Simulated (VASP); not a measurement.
# Cu3O2 (I4/mmm) in VASP: a series of runs, part 2 of 3

VASP 6.6.1. The steps go on from the part before.

### Step 3. Single point, PBEsol (volume scaled by 1.02)

File INCAR:

```
PREC     = Accurate       # precision mode
ENCUT    = 520            # plane-wave cutoff, eV
EDIFF    = 1E-6           # SCF threshold, eV
ISMEAR   = -1             # smearing method
SIGMA    = 0.05           # smearing width, eV
LREAL    = F              # projectors in reciprocal space
LASPH    = T              # aspherical terms in the spheres
NELM     = 100            # most SCF steps
ALGO     = Normal         # electronic algorithm
ISIF     = 2              # what is computed and relaxed
LWAVE    = F              # write WAVECAR
LCHARG   = T              # write CHGCAR
GGA      = PS             # functional
LELF     = T              # ELF
LVHAR    = T            
NBANDS   = 30             # bands
```

File KPOINTS:

```
Automatic mesh
0
Gamma
  9 9 9
```

File POSCAR:

```
Cu3O2
1.0
   -2.0363796222      2.0363796222      3.6979462984
    2.0363796222     -2.0363796222      3.6979462984
    2.0363796222      2.0363796222     -3.6979462984
Cu O
3 2
Direct
    0.0000000000      0.0000000000      0.0000000000
    0.7500000000      0.2500000000      0.5000000000
    0.2500000000      0.7500000000      0.5000000000
    0.5000000000      0.0000000000      0.5000000000
    0.0000000000      0.5000000000      0.5000000000
```

Potentials or basis: VASP PAW PBE potentials, release 64 (Cu, O).

The run is started by

```console
$ cat potpaw_PBE.64/Cu/POTCAR potpaw_PBE.64/O/POTCAR > POTCAR
$ mpirun -np 1 vasp_std > vasp.out
```

OUTCAR:

```text
PREC = Accurate
   ENCUT = 520
   EDIFF = 1E-6
   ISMEAR = -1
   LREAL = F
   LASPH = T
   NELM = 100
   ISIF = 2
   GGA = PS

 ion  position               nearest neighbor table
   1  0.000  0.000  0.000-   4 2.04   5 2.04   5 2.04   4 2.04   2 2.75   3 2.75   2 2.75   3 2.75
                             2 2.75   2 2.75   3 2.75   3 2.75
   2  0.750  0.250  0.500-   4 1.85   5 1.85   1 2.75   1 2.75   1 2.75   1 2.75
   3  0.250  0.750  0.500-   4 1.85   5 1.85   1 2.75   1 2.75   1 2.75   1 2.75
   4  0.500  0.000  0.500-   2 1.85   3 1.85   1 2.04   1 2.04
   5  0.000  0.500  0.500-   2 1.85   3 1.85   1 2.04   1 2.04

  LATTYP: Found a body centered tetragonal cell.
 ALAT       =     4.0727592444
 C/A-ratio  =     1.8159415161

  Lattice vectors:

 A1 = (  -2.0363796222,   2.0363796222,   3.6979462984)
 A2 = (   2.0363796222,  -2.0363796222,   3.6979462984)
 A3 = (   2.0363796222,   2.0363796222,  -3.6979462984)

Analysis of symmetry for initial positions (statically):
=====================================================================
[... 178 lines left out ...]

 val. band max:        3.9588083043   @ k =  -0.3333   0.4444   0.2222
 cond. band min:       3.9907287024   @ k =  -0.3333  -0.3333   0.1111
 fundamental gap:      0.0319203981
 Fermi energy:         3.9738038812

 k-point     1 :       0.0000    0.0000    0.0000
  band No.  band energies     occupation
      1     -14.9274      2.00000
      2     -13.7311      2.00000
      3      -2.4642      2.00000
      4      -1.4464      2.00000
      5      -1.4464      2.00000
      6      -0.9248      2.00000
[... 781 lines left out ...]
     29      14.4014      0.00000
     30      14.6886      0.00000

 [... further k-points ...]

------------------------ aborting loop because EDIFF is reached ----------------------------------------

  FORCE on cell =-STRESS in cart. coord.  units (eV):
  Direction    XX          YY          ZZ          XY          YZ          ZX
  --------------------------------------------------------------------------------------
  -------------------------------------------------------------------------------------
  Total       -2.2514093     -2.2514093     -4.3085373      0.0000000     -0.0000000      0.0000000
  in kB      -58.8067205    -58.8067205   -112.5388220      0.0000000     -0.0000000      0.0000000
  external PRESSURE =     -76.7174210 kB  Pullay stress =       0.0000000 kB

 VOLUME and BASIS-vectors are now :
 -----------------------------------------------------------------------------
  energy-cutoff  :      520.00
  volume of cell :       61.34
      direct lattice vectors                 reciprocal lattice vectors
    -2.036379622  2.036379622  3.697946298     0.000000000  0.245533787  0.135210184
     2.036379622 -2.036379622  3.697946298     0.245533787  0.000000000  0.135210184
     2.036379622  2.036379622 -3.697946298     0.245533787  0.245533787  0.000000000

 POSITION                                       TOTAL-FORCE (eV/Angst)
 -----------------------------------------------------------------------------------
      0.00000      0.00000      0.00000        -0.000000      0.000000      0.000000
      0.00000      2.03638      1.84897        -0.000000     -0.000000     -0.000000
      2.03638      0.00000      1.84897         0.000000     -0.000000      0.000000
      0.00000      2.03638      0.00000        -0.000000      0.000000      0.000000
      2.03638      0.00000      0.00000        -0.000000      0.000000      0.000000
 -----------------------------------------------------------------------------------
    total drift:                                0.000000      0.000000      0.000000

  FREE ENERGIE OF THE ION-ELECTRON SYSTEM (eV)
  ---------------------------------------------------
  free  energy   TOTEN  =       -24.9032603335 eV

  energy  without entropy=      -24.8861578145  energy(sigma->0) =      -24.89470907
```

OSZICAR:

```text
N       E                     dE             d eps       ncg     rms          rms(c)
DAV:   1     0.429271863163E+03    0.42927E+03   -0.20787E+04  4660   0.230E+03
DAV:   2     0.360331611253E+02   -0.39324E+03   -0.37082E+03  4554   0.438E+02
DAV:   3    -0.287674405977E+02   -0.64801E+02   -0.61253E+02  6062   0.200E+02
DAV:   4    -0.321125979577E+02   -0.33452E+01   -0.33129E+01  6200   0.502E+01
DAV:   5    -0.321527227290E+02   -0.40125E-01   -0.40101E-01  6018   0.569E+00    0.196E+01
DAV:   6    -0.295983513603E+02    0.25544E+01   -0.61147E+01  6376   0.169E+02    0.154E+01
DAV:   7    -0.248313089184E+02    0.47670E+01   -0.17756E+01  5718   0.117E+02    0.324E+00
DAV:   8    -0.250095485444E+02   -0.17824E+00   -0.25859E+00  6390   0.143E+01    0.222E+00
DAV:   9    -0.249367881241E+02    0.72760E-01   -0.17728E-01  6744   0.131E+01    0.162E+00
DAV:  10    -0.249165221190E+02    0.20266E-01   -0.12344E-01  7388   0.109E+01    0.917E-01
DAV:  11    -0.249150935346E+02    0.14286E-02   -0.19202E-02  6456   0.152E+00    0.928E-01
DAV:  12    -0.249046879435E+02    0.10406E-01   -0.17373E-02  7008   0.134E+00    0.380E-01
DAV:  13    -0.249034289840E+02    0.12590E-02   -0.40552E-03  7060   0.641E-01    0.156E-01
DAV:  14    -0.249032599458E+02    0.16904E-03   -0.62668E-04  7174   0.375E-01    0.337E-02
DAV:  15    -0.249032606936E+02   -0.74777E-06   -0.86727E-05  6296   0.849E-02    0.816E-03
DAV:  16    -0.249032603335E+02    0.36007E-06   -0.84334E-06  6166   0.345E-02
   1 F= -.24903260E+02 E0= -.24894709E+02  d E =-.171025E-01
```

stdout:

```text
POSCAR found type information on POSCAR CuO
 POSCAR found :  2 types and       5 ions
 scaLAPACK will be used
 -----------------------------------------------------------------------------
|                                                                             |
|                                                                             |
|     You enforced a specific xc type in the INCAR file but a different       |
|     I HOPE YOU KNOW WHAT YOU ARE DOING!                                     |
|                                                                             |
 -----------------------------------------------------------------------------

 LDA part: xc-table for (Slater+PW92), standard interpolation
 POSCAR, INCAR and KPOINTS ok, starting setup
 FFT: planning ... GRIDC
 FFT: planning ... GRID_SOFT
 FFT: planning ... GRID
 WAVECAR not read
 entering main loop
```

It took 3 min on 1 thread of Intel Xeon Platinum 8259CL at 2.50GHz (Skylake/Cascade Lake), shared host; peak memory 0.26 GiB.

Results:

```
Free energy : -24.9033 eV
Pressure    : -7.7 GPa
```

Levels at points of the mesh, in eV from the Fermi level:
```csv
k point,band 19,band 20,band 21,band 22,band 23,band 24,band 25,band 26,band 27,band 28
"(0.00, 0.00, 0.00)",-1.58,-1.42,-0.73,-0.73,0.38,0.40,5.13,5.13,6.78,7.17
```

Caveat: the PAW data sets were made with another functional, which shifts forces and pressure a little; an odd number of electrons without spin polarisation forces a metal; a magnetic or distorted state may lie lower.

(Continued in part 3 of 3.)
